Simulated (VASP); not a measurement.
Set up this calculation in VASP 6.6.1, as the native input.

```
Task                   : single point
Functional             : PBE
Dispersion             : D3(BJ)
Potentials or basis    : VASP PAW PBE potentials, release 64 (C)
Cutoff                 : 520 eV
k mesh                 : 15 × 15 × 1
Occupations            : gaussian, width 0.1 eV
Spin                   : no spin polarisation
Dipole correction      : no
Further INCAR settings : ALGO = Normal; EDIFF = 1e-07; NBANDS = 31
```

The structure of C lies in POSCAR:

```
C
1.0
    2.4649796689      0.0000000000      0.0000000000
   -1.2324898345      2.1347350131      0.0000000000
    0.0000000000      0.0000000000     21.4768665492
C
10
Direct
    0.0000000000      0.0000000000      0.1862469195
    0.6666666667      0.3333333333      0.1862469085
    0.0000000000      0.0000000000      0.3431234625
    0.3333333333      0.6666666667      0.3431234515
    0.0000000000      0.0000000000      0.5000000055
    0.6666666667      0.3333333333      0.4999999945
    0.0000000000      0.0000000000      0.6568765485
    0.3333333333      0.6666666667      0.6568765375
    0.0000000000      0.0000000000      0.8137530915
    0.6666666667      0.3333333333      0.8137530805
```

The input as run:

INCAR

```
PREC = Accurate ; ENCUT = 520
EDIFF = 1E-7 ; ISMEAR = 0
SIGMA = 0.1 ; LREAL = F
LASPH = T ; NELM = 60
ALGO = Normal ; ISIF = 2
LWAVE = F ; LCHARG = T
GGA = PE ; IVDW = 12
LELF = T ; LVHAR = T
NBANDS = 31
```

KPOINTS

```
Automatic mesh
0
Gamma
  15 15 1
```

Potentials or basis: VASP PAW PBE potentials, release 64 (C).

Run with:

```bash
$ cat potpaw_PBE.64/C/POTCAR > POTCAR
$ mpirun -np 1 vasp_std > vasp.out
```

It gave:

* Largest force: 0.013 eV/Å
* Dispersion energy per atom: -0.142 eV

Run time: 3 min on 1 thread of Intel Xeon 8259CL (shared host), peak memory 0.24 GiB.
